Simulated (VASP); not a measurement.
Here is a VASP 6.6.1 calculation.

File INCAR:

```
SYSTEM = Be
PREC     = Accurate       ! precision mode
ENCUT    = 520            ! plane-wave cutoff, eV
EDIFF    = 1E-6           ! SCF threshold, eV
ISMEAR   = 0              ! smearing method
SIGMA    = 0.15           ! smearing width, eV
LREAL    = .False.        ! projectors in reciprocal space
LASPH    = .True.         ! aspherical terms in the spheres
NELM     = 100            ! most SCF steps
ALGO     = Fast           ! electronic algorithm
ISIF     = 2              ! what is computed and relaxed
LWAVE    = .False.        ! write WAVECAR
LCHARG   = .False.        ! write CHGCAR
GGA      = PE             ! functional
IVDW     = 12             ! dispersion correction
NBANDS   = 9              ! bands
```

The input KPOINTS:

```
Automatic mesh
0
Gamma
  24 24 12
  0 0 0
```

File POSCAR:

```
Be
1.0
    2.2141966284      0.0000000000      0.0000000000
   -1.1070983142      1.9175505292      0.0000000000
    0.0000000000      0.0000000000      3.5001053904
Be
2
Direct
    0.3124228146      0.6666666667      0.2500000000
    0.6875771854      0.3333333333      0.7500000000
```

Potentials or basis: VASP PAW PBE potentials, release 64 (Be).

Launch:

```console
$ cat potpaw_PBE.64/Be/POTCAR > POTCAR
$ mpirun -np 1 vasp_std > vasp.out
```

**Question.** Estimate the largest force.

**Answer.** 0.362 eV/Å.

**Question.** Estimate the dispersion energy per atom.

**Answer.** -0.379 eV.

Stress tensor (GPa, compression positive):
```
0.27 3.07 0.00
3.07 0.54 0.00
0.00 0.00 0.39
```

Caveat: the cell differs from its parent crystal (atoms displaced along a vibrational mode).
